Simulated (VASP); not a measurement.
InSb: relaxation of shape and atoms at fixed volume with PBE+D3(BJ)

The system is InSb.

```
In Sb
1.0
     5.52707    0.00000    0.00000
     0.00000    5.52963    0.00000
     0.00000    0.00000    3.35231
In Sb
2 2
Direct
  0.00000 0.00000 0.00058
  0.50000 0.50000 0.99942
  0.50000 0.00000 0.65462
  0.00000 0.50000 0.34538
```

This cell differs from its parent crystal: volume scaled by 0.96.

| Property | Result |
| --- | --- |
| Program | VASP 6.6.1 |
| Task | relaxation of shape and atoms at fixed volume |
| Functional | PBE |
| Dispersion | D3(BJ) |
| Potentials or basis | VASP PAW PBE potentials, release 64 (In_d, Sb) |
| Cutoff | 600 eV |
| k mesh | 4 × 4 × 8 |
| Occupations | gaussian, width 0.05 eV |
| Spin | no spin polarisation |
| Dipole correction | no |
| Further INCAR settings | ALGO = Normal; EDIFF = 1e-06; IBRION = 2; EDIFFG = -0.01; NSW = 60; ISIF = 4 |

```json
{
 "Energy gained by relaxing": "0.1 meV/atom",
 "Ionic steps": "5",
 "Pressure after relaxing": "2.3 GPa",
 "Largest force after relaxing": "0.003 eV/Å",
 "Band gap on the k mesh": "zero (band 18 reaches 10.51 eV, above the bottom of band 19 at 6.81 eV)",
 "Dispersion energy per atom": "-0.444 eV"
}
```

Forces in eV/Å, atoms in the order of the input:
```
In   0.000  0.000  0.000
In   0.000  0.000  0.000
Sb   0.000  0.000 -0.003
Sb   0.000  0.000  0.003
```

The path:
| step | energy change (eV) | largest force (eV/Å) | pressure (GPa) | volume (Å³) |
| --- | --- | --- | --- | --- |
| 1 | 0.0000 | 0.0289 | 2.36 | 102.46 |
| 2 | -0.0001 | 0.0262 | 2.35 | 102.46 |
| 3 | -0.0003 | 0.0183 | 2.33 | 102.46 |
| 4 | -0.0005 | 0.0029 | 2.31 | 102.46 |
| 5 | -0.0005 | 0.0031 | 2.31 | 102.46 |

Final structure:
```xyz
4
Lattice="5.5237 0.0000 0.0000 0.0000 5.5262 0.0000 0.0000 0.0000 3.3564" Properties=species:S:1:pos:R:3 pbc="T T T"
In    0.0000    0.0000    0.0018
In    2.7618    2.7631    3.3547
Sb    2.7618    0.0000    2.1812
Sb    0.0000    2.7631    1.1752
```

Levels at points of the mesh, in eV from the Fermi level:
| k point | band 15 | band 16 | band 17 | band 18 | band 19 | band 20 | band 21 | band 22 |
| --- | --- | --- | --- | --- | --- | --- | --- | --- |
| (0.00, 0.00, 0.00) | -5.03 | -2.33 | -1.77 | -1.76 | 2.35 | 2.54 | 3.43 | 5.79 |
| (0.50, 0.00, 0.00) | -3.79 | -3.79 | 0.78 | 0.78 | 2.52 | 2.52 | 4.64 | 4.64 |
| (0.00, 0.50, 0.00) | -3.79 | -3.79 | 0.77 | 0.77 | 2.51 | 2.51 | 4.64 | 4.64 |
| (0.50, 0.50, 0.00) | 0.09 | 0.09 | 2.10 | 2.10 | 2.60 | 2.60 | 2.84 | 2.84 |
| (0.00, 0.00, 0.50) | -2.38 | -1.76 | -1.75 | -1.61 | -1.60 | -0.89 | 1.57 | 1.58 |
| (0.50, 0.00, 0.50) | -2.01 | -2.01 | -1.58 | -1.58 | -1.33 | -1.33 | 1.55 | 1.55 |
| (0.00, 0.50, 0.50) | -2.01 | -2.01 | -1.57 | -1.57 | -1.32 | -1.32 | 1.55 | 1.55 |
| (0.50, 0.50, 0.50) | -4.53 | -4.53 | -4.00 | -4.00 | 2.55 | 2.55 | 4.42 | 4.42 |

Wall time 100 s on 1 thread of Intel(R) Xeon(R) 6975P-C (Granite Rapids) (shared host), peak memory 0.33 GiB.

Caveat: the cell differs from its parent crystal (volume scaled by 0.96); spin-orbit coupling is left out, which moves the levels of the heavy elements; pairwise dispersion overbinds metals, which lowers pressure and volume.
